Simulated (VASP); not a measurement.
# Be12Si in VASP: notebook

The runs below take Be12Si through single point, with PBE.

Everything below comes from runs of VASP 6.6.1. Logs are shortened: lines on timing, memory, paths and dates and some standing lists are left out, and cuts for length are marked.

## 1. The cell of the first run

The cell holds a slab with vacuum, 13 atoms: a = 4.580 Å, b = 4.580 Å, c = 16.588 Å, α = 90.00°, β = 90.00°, γ = 60.00°.

## 2. Single point, PBE

The input, INCAR:

```
PREC = Accurate ; ENCUT = 520
EDIFF = 1E-6 ; ISMEAR = 0
SIGMA = 0.15 ; LREAL = False
LASPH = True ; NELM = 60
ALGO = Normal ; ISIF = 2
LWAVE = False ; LCHARG = False
GGA = PE ; NBANDS = 26
```

The input, KPOINTS:

```
Automatic mesh
0
Gamma
  6 6 1
```

The input, POSCAR:

```
Be12Si
1.0
    4.5800000000      0.0000000000      0.0000000000
    2.2900000000      3.9663960000      0.0000000000
    0.0000000000      0.0000000000     16.5884300000
Be Si
12 1
Direct
    0.0000000000      0.0000000000      0.0602829804
    0.5000000000      0.0000000000      0.0602829804
    0.0000000000      0.5000000000      0.0602829804
    0.5000000000      0.5000000000      0.0602829804
   -0.1747082315      0.3329596944      0.1692375951
    0.3417275389      0.3330156646      0.1692331945
   -0.1672405604      0.8345195487      0.1655657588
    0.3342122798      0.8317457460      0.1723155235
   -0.0048853476     -0.0009716629      0.2800129970
    0.5059665344     -0.0010649466      0.2800834075
    0.0024018073      0.4949339400      0.2688684221
    0.4940104598      0.5117668533      0.2889336724
    0.8882453833      0.7250511548      0.3885421948
```

Potentials or basis: VASP PAW PBE potentials, release 64 (Be, Si).

Run with:

```bash
cat potpaw_PBE.64/Be/POTCAR potpaw_PBE.64/Si/POTCAR > POTCAR
mpirun -np 1 vasp_std > vasp.out
```

OUTCAR:

```text
PREC = Accurate
   ENCUT = 520
   EDIFF = 1E-6
   ISMEAR = 0
   LREAL = False
   LASPH = True
   NELM = 60
   ISIF = 2
   GGA = PE

 ion  position               nearest neighbor table
   1  0.000  0.000  0.060-   7 2.19   5 2.24   8 2.28   3 2.29   3 2.29   4 2.29   4 2.29   2 2.29
                             2 2.29
   2  0.500  0.000  0.060-   7 2.19   6 2.24   8 2.28   4 2.29   3 2.29   4 2.29   3 2.29   1 2.29
                             1 2.29
   3  0.000  0.500  0.060-   7 2.19   6 2.26   5 2.26   1 2.29   1 2.29   2 2.29   2 2.29   4 2.29
                             4 2.29
   4  0.500  0.500  0.060-   6 2.22   5 2.22   8 2.28   2 2.29   1 2.29   2 2.29   1 2.29   3 2.29
                             3 2.29
   5  0.825  0.333  0.169-  11 2.13   6 2.21   4 2.22   1 2.24   3 2.26   9 2.27   7 2.27   8 2.27
                             8 2.31   7 2.32   6 2.37  12 2.38
   6  0.342  0.333  0.169-  11 2.13   5 2.21   4 2.22   2 2.24   3 2.26  10 2.27   7 2.27   8 2.27
                             8 2.31   7 2.31   5 2.37  12 2.38
   7  0.833  0.835  0.166-  11 2.18   1 2.19   2 2.19   3 2.19   5 2.27   6 2.27   8 2.29   8 2.29
                             9 2.30  10 2.30   6 2.31   5 2.32
   8  0.334  0.832  0.172-   9 2.24  10 2.24   5 2.27   6 2.27   4 2.28   2 2.28   1 2.28   7 2.29
                             7 2.29  12 2.31   6 2.31   5 2.31
   9  0.995  0.999  0.280-   8 2.24  10 2.24  12 2.26   5 2.27  11 2.30   7 2.30  11 2.30  12 2.33
                            10 2.34  13 2.38
  10  0.506  0.999  0.280-   8 2.24   9 2.24  12 2.26   6 2.27  11 2.30  11 2.30   7 2.30  12 2.33
                             9 2.34  13 2.38
  11  0.002  0.495  0.269-   5 2.13   6 2.13   7 2.18  13 2.18   9 2.30  10 2.30  10 2.30   9 2.30
                            12 2.31  12 2.32
  12  0.494  0.512  0.289-   9 2.26  10 2.26   8 2.31  11 2.31  11 2.32  10 2.33   9 2.33   6 2.38
                             5 2.38
  13  0.888  0.725  0.389-  11 2.18   9 2.38  10 2.38

  LATTYP: Found a hexagonal cell.
 ALAT       =     4.5799996975
 C/A-ratio  =     3.6219281868

  Lattice vectors:

 A1 = (  -2.2900000000,  -3.9663960000,   0.0000000000)
 A2 = (   4.5800000000,   0.0000000000,   0.0000000000)
 A3 = (   0.0000000000,   0.0000000000,  16.5884300000)

Analysis of symmetry for initial positions (statically):
=====================================================================
 Subroutine PRICEL returns:
 Original cell was already a primitive cell.

 Routine SETGRP: Setting up the symmetry group for a
 hexagonal supercell.

 Subroutine GETGRP returns: Found  1 space group operations
 (whereof  1 operations were pure point group operations)
 out of a pool of 24 trial point group operations.

The static configuration has the point symmetry C_1 .

Analysis of symmetry for dynamics (positions and initial velocities):
=====================================================================
 Subroutine PRICEL returns:
 Original cell was already a primitive cell.

 Routine SETGRP: Setting up the symmetry group for a
 hexagonal supercell.

 Subroutine GETGRP returns: Found  1 space group operations
 (whereof  1 operations were pure point group operations)
 out of a pool of 24 trial point group operations.

The dynamic configuration has the point symmetry C_1 .

 Subroutine INISYM returns: Found  1 space group operations
 (whereof  1 operations are pure point group operations),
 and found     1 'primitive' translations

----------------------------------------------------------------------------------------

                                     Primitive cell

  volume of cell :     301.3470

  direct lattice vectors                    reciprocal lattice vectors
     4.580000000  0.000000000  0.000000000     0.218340611 -0.126059022  0.000000000
     2.290000000  3.966396000  0.000000000     0.000000000  0.252118044  0.000000000
     0.000000000  0.000000000 16.588430000     0.000000000  0.000000000  0.060282980

  length of vectors
     4.580000000  4.579999697 16.588430000     0.252118027  0.252118044  0.060282980

  position of ions in fractional coordinates (direct lattice)
     0.000000000  0.000000000  0.060282980
     0.500000000  0.000000000  0.060282980
     0.000000000  0.500000000  0.060282980
[... 38 lines left out ...]
     0.036390102 -0.021009837  0.000000000     0.166666667  0.000000000  0.000000000
     0.000000000  0.042019674  0.000000000     0.000000000  0.166666667  0.000000000
     0.000000000  0.000000000  0.060282980     0.000000000  0.000000000  1.000000000

  Length of vectors
     0.042019671  0.042019674  0.060282980

  Shift w.r.t. Gamma in fractional coordinates (k-lattice)
     0.000000000  0.000000000  0.000000000

 Subroutine IBZKPT returns following result:
 ===========================================

 Found     20 irreducible k-points:

 Following reciprocal coordinates:
            Coordinates               Weight
  0.000000  0.000000  0.000000      1.000000
  0.166667 -0.000000  0.000000      2.000000
  0.166667  0.166667  0.000000      2.000000
  0.000000  0.166667  0.000000      2.000000
  0.333333  0.000000  0.000000      2.000000
  0.333333  0.333333  0.000000      2.000000
[... 12 lines left out ...]
  0.500000 -0.333333  0.000000      2.000000
 -0.333333  0.333333  0.000000      2.000000
   k-points           NKPTS =     20   k-points in BZ     NKDIM =     20   number of bands    NBANDS=     26
   number of dos      NEDOS =    301   number of ions     NIONS =     13
   total plane-waves  NPLWV = 163296
   dimension x,y,z NGX =    36 NGY =   36 NGZ =  126
   dimension x,y,z NGXF=    72 NGYF=   72 NGZF=  252
   ions per type =              12   1
   NGX,Y,Z   is equivalent  to a cutoff of  13.07, 13.07, 12.63 a.u.
   NGXF,Y,Z  is equivalent  to a cutoff of  26.13, 26.13, 25.25 a.u.
 SYSTEM =  unknown system
   PREC   = accura    normal or accurate (medium, high low for compatibility)
   ISTART =      0    job   : 0-new  1-cont  2-samecut
   ICHARG =      2    charge: 1-file 2-atom 10-const
   ISPIN  =      1    spin polarized calculation?
   LNONCOLLINEAR =      F non collinear calculations
   LSORBIT =      F    spin-orbit coupling
   LASPH  =      T    aspherical Exc in radial PAW
   ENCUT  =  520.0 eV  38.22 Ry    6.18 a.u.   8.52  8.52 30.84*2*pi/ulx,y,z
   NELM   =     60;   NELMIN=  2; NELMDL= -5     # of ELM steps
   EDIFF  = 0.1E-05   stopping-criterion for ELM
   LREAL  =      F    real-space projection
   EDIFFG = 0.1E-04   stopping-criterion for IOM
   NSW    =      0    number of steps for IOM
   IBRION =     -1    ionic relax: 0-MD 1-quasi-New 2-CG
   NFREE  =      0    steps in history (QN), initial steepest desc. (CG)
   ISIF   =      2    stress and relaxation
   ISYM   =      2    0-nonsym 1-usesym 2-fastsym
   POTIM  = 0.5000    time-step for ionic-motion
   TEBEG  =    0.0;   TEEND  =   0.0 temperature during run
   PSTRESS=    0.0 pullay stress
   NELECT =      28.0000    total number of electrons
   NUPDOWN=      -1.0000    fix difference up-down
   EMIN   =  10.00;   EMAX   =-10.00  energy-range for DOS
   EFERMI =   0.00;   METHOD = LEGACY
   ISMEAR =     0;   SIGMA  =   0.15  broadening in eV -4-tet -1-fermi 0-gaus
   EFERMI_NEDOS =   21; number of points for ismear=-14 and -15
   IALGO  =     38    algorithm
   IMIX   =      4    mixing-type and parameters
     AMIX     =   0.40;   BMIX     =  1.00
     AMIX_MAG =   1.60;   BMIX_MAG =  1.00
  volume/ion in A,a.u.               =      23.18       156.43
  Fermi-wavevector in a.u.,A,eV,Ry     =   0.741490  1.401213  7.480582  0.549807
  Thomas-Fermi vector in A             =   1.836143
   LORBIT       =      0    0 simple, 1 ext, 2 COOP (PROOUT), +10 PAW based schemes
   GGA     = PE    functional components
   LHFCALC =     F    Hartree Fock is set to
   AEXX    =    0.0000 exact exchange contribution
   IVDW    =     0    specifies the selected vdW correction
   LEPSILON=     F    determine dielectric tensor
   LRPA    =     F    only Hartree local field effects (RPA)
 non-spin polarized calculation
 Gauss-broadening in eV      SIGMA  =   0.15
  energy-cutoff  :      520.00
  volume of cell :      301.35
 maximum number of plane-waves:      8143
 NGX is ok and might be reduce to    36
   NGX = 17   NGY = 17   NGZ = 61

 number of electron      28.0000000 magnetization

 Free energy of the ion-electron system (eV)
  ---------------------------------------------------
  ext. energy  EPLUGINS =         0.00000000
  ---------------------------------------------------
  free energy    TOTEN  =       -45.87288778 eV

  energy without entropy =      -45.84389239  energy(sigma->0) =      -45.85839009

 E-fermi :  -0.5459     XC(G=0):  -5.3119

 val. band max:       -0.6156484230   @ k =   0.0000   0.0000   0.0000
 cond. band min:      -0.4312517458   @ k =   0.1667  -0.0000   0.0000
 fundamental gap:      0.1843966772
 Fermi energy:        -0.5459399553

 k-point     1 :       0.0000    0.0000    0.0000
  band No.  band energies     occupation
      1     -10.5494      2.00000
      2      -9.1433      2.00000
      3      -7.2089      2.00000
      4      -4.2534      2.00000
      5      -4.2116      2.00000
      6      -4.1829      2.00000
[... 569 lines left out ...]
     25       5.7184      0.00000
     26       6.2557      0.00000

------------------------ aborting loop because EDIFF is reached ----------------------------------------

  FORCE on cell =-STRESS in cart. coord.  units (eV):
  Direction    XX          YY          ZZ          XY          YZ          ZX
  --------------------------------------------------------------------------------------
  -------------------------------------------------------------------------------------
  Total       -9.4191726     -7.9165064      0.0527458      0.0151663      0.0028286      0.0034310
  in kB      -50.0790988    -42.0898438      0.2804348      0.0806349      0.0150388      0.0182418
  external PRESSURE =     -30.6295026 kB  Pullay stress =       0.0000000 kB

 VOLUME and BASIS-vectors are now :
 -----------------------------------------------------------------------------
  energy-cutoff  :      520.00
  volume of cell :      301.35
      direct lattice vectors                 reciprocal lattice vectors
     4.580000000  0.000000000  0.000000000     0.218340611 -0.126059022  0.000000000
     2.290000000  3.966396000  0.000000000     0.000000000  0.252118044  0.000000000
     0.000000000  0.000000000 16.588430000     0.000000000  0.000000000  0.060282980

 POSITION                                       TOTAL-FORCE (eV/Angst)
 -----------------------------------------------------------------------------------
      0.00000      0.00000      1.00000         0.241495      0.127661     -0.011112
      2.29000      0.00000      1.00000        -0.241198      0.126725     -0.010081
      1.14500      1.98320      1.00000        -0.001171     -0.269835     -0.215362
      3.43500      1.98320      1.00000         0.001515      0.014944      0.213145
      4.54231      1.32065      2.80739         0.002433      0.001103      0.002959
      2.32772      1.32087      2.80731        -0.003282     -0.000952      0.003098
      5.72509      3.31003      2.74648        -0.000274     -0.000448      0.003171
      3.43539      3.29903      2.85844        -0.001029      0.001802     -0.000196
      6.84540      3.96254      4.64498        -0.000519      0.001251      0.003390
      4.60489      3.96217      4.64614        -0.000014      0.002485      0.004188
      1.14440      1.96310      4.46010         0.001659     -0.004371      0.004596
      3.43451      2.02987      4.79296        -0.000888     -0.002118      0.007215
      5.72853      2.87584      6.44531         0.001273      0.001754     -0.005010
 -----------------------------------------------------------------------------------
    total drift:                                0.000000      0.000004      0.000032

  FREE ENERGIE OF THE ION-ELECTRON SYSTEM (eV)
  ---------------------------------------------------
  free  energy   TOTEN  =       -45.8728877787 eV

  energy  without entropy=      -45.8438923944  energy(sigma->0) =      -45.85839009
```

It took 5.7 min on 1 thread of Intel Xeon Platinum 8488C (Sapphire Rapids), shared host; peak memory 0.45 GiB.

Results:

- Free energy: -45.8729 eV
- Largest force: 0.345 eV/Å

Forces in eV/Å, atoms in the order of the input:
```
Be   0.241  0.128 -0.011
Be  -0.241  0.127 -0.010
Be  -0.001 -0.270 -0.215
Be   0.002  0.015  0.213
Be   0.002  0.001  0.003
Be  -0.003 -0.001  0.003
Be   0.000  0.000  0.003
Be  -0.001  0.002  0.000
Be  -0.001  0.001  0.003
Be   0.000  0.002  0.004
Be   0.002 -0.004  0.005
Be  -0.001 -0.002  0.007
Si   0.001  0.002 -0.005
```

(Part 1 of 2 ends here.)
